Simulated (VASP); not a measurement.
A run of VASP 6.6.1 is set up as follows.

File INCAR:

```
  ALGO = Fast
  EDIFF = 1E-6
  ENCUT = 520
  GGA = PS
  ISIF = 2
  ISMEAR = 0
  LASPH = True
  LCHARG = True
  LELF = True
  LREAL = False
  LVHAR = True
  LWAVE = False
  NBANDS = 13
  NELM = 100
  PREC = Accurate
  SIGMA = 0.15
```

The input KPOINTS:

```
k-points
0
Gamma
  22 22 22
```

Contents of POSCAR:

```
Sn
1.0
   -1.8536710714      1.8911189718      1.8723950216
    1.8536710714     -1.8911189718      1.8723950216
    1.8536710714      1.8911189718     -1.8723950216
Sn
1
Direct
    0.0000000000      0.0000000000      0.0000000000
```

Potentials or basis: VASP PAW PBE potentials, release 64 (Sn_d).

Launch:

```bash
$ cat potpaw_PBE.64/Sn_d/POTCAR > POTCAR
$ mpirun -np 1 vasp_std > vasp.out
```

Question: Estimate the band gap on the k mesh.

Answer: Zero (bands 7 and 8 overlap by 10.74 eV).

Question: Predict the pressure.

Answer: -0.3 GPa.

Stress tensor (GPa, compression positive):
```
-0.40  0.00  0.00
 0.00 -0.29  0.00
 0.00  0.00 -0.30
```

Caveat: the cell differs from its parent crystal (strain -0.0100 x Voigt [1, -1, 0, 0, 0, 0]); the PAW data sets were made with another functional, which shifts forces and pressure a little; spin-orbit coupling is left out, which moves the levels of the heavy elements.
